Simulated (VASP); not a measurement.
# ZrC (I4/mmm) in VASP: further runs

The runs below take ZrC through single point, with PBE.

Everything below comes from runs of VASP 6.6.1. Logs are shortened: lines on timing, memory, paths and dates and some standing lists are left out, and cuts for length are marked.

## Step 1: The cell of the first run

Symmetry: I4/mmm, No. 139, tetragonal system. Conventional cell: a = 3.731 Å, b = 3.731 Å, c = 3.730 Å, α = 90.00°, β = 90.00°, γ = 90.00°. Zr (site symmetry 4/mmm) has 2 C at 1.87 Å within 2.5 Å. Within 2.5 Å of C (site symmetry 4/mmm) lie 2 Zr at 1.87 Å.

## Step 2: Single point, PBE

Contents of INCAR:

```
PREC = Accurate
ENCUT = 520
EDIFF = 1E-6
ISMEAR = 0
SIGMA = 0.15
LREAL = False
LASPH = True
NELM = 60
ALGO = Normal
ISIF = 2
LWAVE = False
LCHARG = False
GGA = PE
NBANDS = 15
```

Contents of KPOINTS:

```
Automatic mesh
0
Gamma
  20 20 20
```

Contents of POSCAR:

```
ZrC
1.0
    0.0000000000      2.6381543344      1.8651751144
    2.6381543344      0.0000000000      1.8651751144
    2.6381543344      2.6381543344      0.0000000000
Zr C
1 1
Direct
    0.5000000000      0.5000000000      0.5000000000
    0.0000000000      0.0000000000      0.0000000000
```

Potentials or basis: VASP PAW PBE potentials, release 64 (Zr_sv, C).

The run is started by

```
> cat potpaw_PBE.64/Zr_sv/POTCAR potpaw_PBE.64/C/POTCAR > POTCAR
> mpirun -np 1 vasp_std > vasp.out
```

OUTCAR:

```text
PREC = Accurate
   ENCUT = 520
   EDIFF = 1E-6
   ISMEAR = 0
   LREAL = False
   LASPH = True
   NELM = 60
   ISIF = 2
   GGA = PE

 ion  position               nearest neighbor table
   1  0.500  0.500  0.500-   2 1.87   2 1.87   2 2.64   2 2.64   2 2.64   2 2.64
   2  0.000  0.000  0.000-   1 1.87   1 1.87   1 2.64   1 2.64   1 2.64   1 2.64

  LATTYP: Found a body centered tetragonal cell.
 ALAT       =     3.7309136393
 C/A-ratio  =     0.9998489886

  Lattice vectors:

 A1 = (   0.0000000000,  -2.6381543344,  -1.8651751144)
 A2 = (   0.0000000000,   2.6381543344,  -1.8651751144)
 A3 = (   2.6381543344,   0.0000000000,   1.8651751144)

Analysis of symmetry for initial positions (statically):
=====================================================================
 Subroutine PRICEL returns:
 Original cell was already a primitive cell.

 Routine SETGRP: Setting up the symmetry group for a
 body centered tetragonal supercell.

 Subroutine GETGRP returns: Found 16 space group operations
 (whereof 16 operations were pure point group operations)
 out of a pool of 16 trial point group operations.

The static configuration has the point symmetry D_4h.

Analysis of symmetry for dynamics (positions and initial velocities):
=====================================================================
 Subroutine PRICEL returns:
 Original cell was already a primitive cell.

 Routine SETGRP: Setting up the symmetry group for a
 body centered tetragonal supercell.

 Subroutine GETGRP returns: Found 16 space group operations
 (whereof 16 operations were pure point group operations)
 out of a pool of 16 trial point group operations.

The dynamic configuration has the point symmetry D_4h.

 Subroutine INISYM returns: Found 16 space group operations
 (whereof 16 operations are pure point group operations),
 and found     1 'primitive' translations

----------------------------------------------------------------------------------------

                                     Primitive cell

  volume of cell :      25.9627

  direct lattice vectors                    reciprocal lattice vectors
     0.000000000  2.638154334  1.865175114    -0.189526440  0.189526440  0.268071344
     2.638154334  0.000000000  1.865175114     0.189526440 -0.189526440  0.268071344
     2.638154334  2.638154334  0.000000000     0.189526440  0.189526440 -0.268071344

  length of vectors
     3.230903357  3.230903357  3.730913639     0.379081507  0.379081507  0.379081507

  position of ions in fractional coordinates (direct lattice)
     0.500000000  0.500000000  0.500000000
     0.000000000  0.000000000  0.000000000

  ion indices of the primitive-cell ions
   primitive index   ion index
                 1           1
                 2           2

----------------------------------------------------------------------------------------

 KPOINTS: Automatic mesh

Automatic generation of k-mesh.
 Grid dimensions read from file:
 generate k-points for:   20   20   20

 Generating k-lattice:

  Cartesian coordinates                     Fractional coordinates (reciprocal lattice)
    -0.009476322  0.009476322  0.013403567     0.050000000  0.000000000  0.000000000
     0.009476322 -0.009476322  0.013403567     0.000000000  0.050000000  0.000000000
     0.009476322  0.009476322 -0.013403567    -0.000000000 -0.000000000  0.050000000

  Length of vectors
     0.018954075  0.018954075  0.018954075

  Shift w.r.t. Gamma in fractional coordinates (k-lattice)
     0.000000000  0.000000000  0.000000000

 Subroutine IBZKPT returns following result:
 ===========================================

 Found    641 irreducible k-points:

 Following reciprocal coordinates:
            Coordinates               Weight
  0.000000  0.000000  0.000000      1.000000
  0.050000  0.000000  0.000000      8.000000
  0.100000  0.000000  0.000000      8.000000
  0.150000 -0.000000  0.000000      8.000000
  0.200000  0.000000  0.000000      8.000000
  0.250000  0.000000  0.000000      8.000000
[... 16 lines left out ...]
 -0.400000  0.050000  0.000000      8.000000
 -0.350000  0.050000  0.000000      8.000000
 [... further k-points ...]
   k-points           NKPTS =    641   k-points in BZ     NKDIM =    641   number of bands    NBANDS=     15
   number of dos      NEDOS =    301   number of ions     NIONS =      2
   total plane-waves  NPLWV =  16128
   dimension x,y,z NGX =    24 NGY =   24 NGZ =   28
   dimension x,y,z NGXF=    48 NGYF=   48 NGZF=   56
   ions per type =               1   1
   NGX,Y,Z   is equivalent  to a cutoff of  12.35, 12.35, 12.48 a.u.
   NGXF,Y,Z  is equivalent  to a cutoff of  24.70, 24.70, 24.95 a.u.
 SYSTEM =  unknown system
   PREC   = accura    normal or accurate (medium, high low for compatibility)
   ISTART =      0    job   : 0-new  1-cont  2-samecut
   ICHARG =      2    charge: 1-file 2-atom 10-const
   ISPIN  =      1    spin polarized calculation?
   LNONCOLLINEAR =      F non collinear calculations
   LSORBIT =      F    spin-orbit coupling
   LASPH  =      T    aspherical Exc in radial PAW
   ENCUT  =  520.0 eV  38.22 Ry    6.18 a.u.   6.01  6.01  6.94*2*pi/ulx,y,z
   NELM   =     60;   NELMIN=  2; NELMDL= -5     # of ELM steps
   EDIFF  = 0.1E-05   stopping-criterion for ELM
   LREAL  =      F    real-space projection
   EDIFFG = 0.1E-04   stopping-criterion for IOM
   NSW    =      0    number of steps for IOM
   IBRION =     -1    ionic relax: 0-MD 1-quasi-New 2-CG
   NFREE  =      0    steps in history (QN), initial steepest desc. (CG)
   ISIF   =      2    stress and relaxation
   ISYM   =      2    0-nonsym 1-usesym 2-fastsym
   POTIM  = 0.5000    time-step for ionic-motion
   TEBEG  =    0.0;   TEEND  =   0.0 temperature during run
   PSTRESS=    0.0 pullay stress
   NELECT =      16.0000    total number of electrons
   NUPDOWN=      -1.0000    fix difference up-down
   EMIN   =  10.00;   EMAX   =-10.00  energy-range for DOS
   EFERMI =   0.00;   METHOD = LEGACY
   ISMEAR =     0;   SIGMA  =   0.15  broadening in eV -4-tet -1-fermi 0-gaus
   EFERMI_NEDOS =   21; number of points for ismear=-14 and -15
   IALGO  =     38    algorithm
   IMIX   =      4    mixing-type and parameters
     AMIX     =   0.40;   BMIX     =  1.00
     AMIX_MAG =   1.60;   BMIX_MAG =  1.00
  volume/ion in A,a.u.               =      12.98        87.60
  Fermi-wavevector in a.u.,A,eV,Ry     =   1.393151  2.632673 26.407131  1.940869
  Thomas-Fermi vector in A             =   2.516825
   LORBIT       =      0    0 simple, 1 ext, 2 COOP (PROOUT), +10 PAW based schemes
   GGA     = PE    functional components
   LHFCALC =     F    Hartree Fock is set to
   AEXX    =    0.0000 exact exchange contribution
   IVDW    =     0    specifies the selected vdW correction
   LEPSILON=     F    determine dielectric tensor
   LRPA    =     F    only Hartree local field effects (RPA)
 non-spin polarized calculation
 Gauss-broadening in eV      SIGMA  =   0.15
  energy-cutoff  :      520.00
  volume of cell :       25.96
 maximum number of plane-waves:       716
   NGX = 13   NGY = 13   NGZ = 13

 number of electron      16.0000000 magnetization

 Free energy of the ion-electron system (eV)
  ---------------------------------------------------
  ext. energy  EPLUGINS =         0.00000000
  ---------------------------------------------------
  free energy    TOTEN  =       -16.17641616 eV

  energy without entropy =      -16.16765065  energy(sigma->0) =      -16.17203340

 E-fermi :  10.2165     XC(G=0): -11.9366

 val. band max:       10.2001515032   @ k =   0.2500   0.0500   0.2000
 cond. band min:      10.2229384302   @ k =  -0.2500   0.2500   0.0500
 fundamental gap:      0.0227869270
 Fermi energy:        10.2165497731

 k-point     1 :       0.0000    0.0000    0.0000
  band No.  band energies     occupation
      1     -38.2386      2.00000
      2     -16.6636      2.00000
      3     -15.9339      2.00000
      4     -15.9339      2.00000
      5      -1.8662      2.00000
      6       9.4867      2.00000
      7       9.6133      2.00000
      8       9.6133      2.00000
      9      10.3178      0.33983
     10      10.3178      0.33982
     11      10.5544      0.00145
     12      13.2326      0.00000
     13      13.2547      0.00000
     14      21.4312      0.00000
     15      23.4978      0.00000

 k-point     2 :       0.0500    0.0000    0.0000
  band No.  band energies     occupation
      1     -38.2359      2.00000
      2     -16.6765      2.00000
      3     -15.9443      2.00000
      4     -15.9402      2.00000
      5      -1.7947      2.00000
      6       8.8186      2.00000
      7       9.0955      2.00000
      8       9.7985      1.99992
      9      10.5227      0.00390
     10      10.8280      0.00000
     11      11.0107      0.00000
     12      13.1461      0.00000
     13      13.2230      0.00000
     14      21.5528      0.00000
     15      23.6288      0.00000

 k-point     3 :       0.1000    0.0000    0.0000
  band No.  band energies     occupation
      1     -38.2280      2.00000
      2     -16.7157      2.00000
      3     -15.9718      2.00000
      4     -15.9582      2.00000
      5      -1.5838      2.00000
      6       8.0239      2.00000
      7       8.3877      2.00000
      8       9.7703      1.99997
      9      10.7590      0.00000
     10      11.6808      0.00000
     11      11.9083      0.00000
     12      12.9593      0.00000
     13      13.1551      0.00000
     14      21.8472      0.00000
     15      23.9515      0.00000

 k-point     4 :       0.1500   -0.0000    0.0000
  band No.  band energies     occupation
      1     -38.2157      2.00000
      2     -16.7820      2.00000
      3     -16.0076      2.00000
      4     -15.9861      2.00000
      5      -1.2440      2.00000
      6       7.2698      2.00000
      7       7.7325      2.00000
      8       9.5885      2.00000
      9      11.1286      0.00000
     10      12.3613      0.00000
     11      12.8773      0.00000
     12      12.8903      0.00000
     13      13.2434      0.00000
     14      22.0692      0.00000
     15      24.3254      0.00000
[... 307 lines left out ...]
 k-point    22 :      -0.4500    0.0500    0.0000
  band No.  band energies     occupation
      1     -38.1270      2.00000
      2     -17.3140      2.00000
      3     -16.1844      2.00000
      4     -16.1338      2.00000
      5       1.9053      2.00000
      6       4.3556      2.00000
      7       5.6353      2.00000
      8       6.3941      2.00000
      9      12.8269      0.00000
     10      15.1799      0.00000
     11      15.2876      0.00000
     12      17.6582      0.00000
     13      17.8469      0.00000
     14      18.5277      0.00000
     15      21.6572      0.00000

 k-point    23 :      -0.4000    0.0500    0.0000
  band No.  band energies     occupation
      1     -38.1349      2.00000
      2     -17.2552      2.00000
      3     -16.1676      2.00000
      4     -16.1349      2.00000
      5       1.2793      2.00000
      6       4.6048      2.00000
      7       5.7893      2.00000
      8       7.1163      2.00000
      9      12.9942      0.00000
     10      14.5575      0.00000
     11      14.5660      0.00000
     12      17.3024      0.00000
     13      17.4723      0.00000
     14      18.6984      0.00000
     15      22.5055      0.00000

 k-point    24 :      -0.3500    0.0500    0.0000
  band No.  band energies     occupation
      1     -38.1473      2.00000
      2     -17.1681      2.00000
      3     -16.1409      2.00000
      4     -16.1322      2.00000
      5       0.6377      2.00000
      6       4.9421      2.00000
      7       6.0328      2.00000
      8       7.9026      2.00000
      9      13.0965      0.00000
     10      13.7734      0.00000
     11      13.8705      0.00000
     12      16.5889      0.00000
     13      16.7426      0.00000
     14      19.2937      0.00000
     15      23.6436      0.00000

 [... further k-points ...]

------------------------ aborting loop because EDIFF is reached ----------------------------------------

  FORCE on cell =-STRESS in cart. coord.  units (eV):
  Direction    XX          YY          ZZ          XY          YZ          ZX
  --------------------------------------------------------------------------------------
  -------------------------------------------------------------------------------------
  Total       -2.6735989     -2.6735989     27.4214435      0.0000000      0.0000000     -0.0000000
  in kB     -164.9896992   -164.9896992   1692.1968807      0.0000000      0.0000000     -0.0000000
  external PRESSURE =     454.0724941 kB  Pullay stress =       0.0000000 kB

 VOLUME and BASIS-vectors are now :
 -----------------------------------------------------------------------------
  energy-cutoff  :      520.00
  volume of cell :       25.96
      direct lattice vectors                 reciprocal lattice vectors
     0.000000000  2.638154334  1.865175114    -0.189526440  0.189526440  0.268071344
     2.638154334  0.000000000  1.865175114     0.189526440 -0.189526440  0.268071344
     2.638154334  2.638154334  0.000000000     0.189526440  0.189526440 -0.268071344

 POSITION                                       TOTAL-FORCE (eV/Angst)
 -----------------------------------------------------------------------------------
      2.63815      2.63815      1.86518         0.000000     -0.000000      0.000000
      0.00000      0.00000      0.00000        -0.000000      0.000000     -0.000000
 -----------------------------------------------------------------------------------
    total drift:                                0.000000     -0.000000      0.000000

  FREE ENERGIE OF THE ION-ELECTRON SYSTEM (eV)
  ---------------------------------------------------
  free  energy   TOTEN  =       -16.1764161621 eV

  energy  without entropy=      -16.1676506473  energy(sigma->0) =      -16.17203340
```

Run time: 74 s. Hardware: 1 thread of Intel Xeon 6975P-C (Granite Rapids), shared host; peak memory 0.35 GiB.

What came out:

```yaml
Free_energy: -16.1764 eV
Pressure: 45.4 GPa
Band_gap_on_the_k_mesh: zero (band 8 reaches 10.69 eV, above the bottom of band 9 at 8.23 eV)
```

(Part 1 of 2 ends here.)
